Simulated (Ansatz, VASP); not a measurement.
## Rb: VASP beside Ansatz

```xyz
2
Lattice="5.2529 0.0000 0.0000 -2.6264 4.5491 0.0000 0.0000 0.0000 8.6485" Properties=species:S:1:pos:R:3 pbc="T T T"
Rb    0.0000    3.0328    2.1621
Rb    2.6264    1.5164    6.4864
```

Alike in both runs: task single point; functional BLYP; k mesh 8 × 8 × 5; occupations fermi-dirac, width 0.1 eV; no spin polarisation.

|  | VASP | Ansatz |
| --- | --- | --- |
| version | VASP 6.6.1 | Ansatz 0.2.0 |
| potentials or method | VASP PAW PBE potentials, release 64 (Rb_sv), cutoff 520 eV | plane waves (420 eV) with PAW, scalar-relativistic |
| valence electrons in the cell | 18 | 18 |

```tsv
	VASP	Ansatz	Ansatz less VASP
pressure (GPa)	-0.1	-0.1	0.00
```

VASP's potentials were made for PBE, not for BLYP.
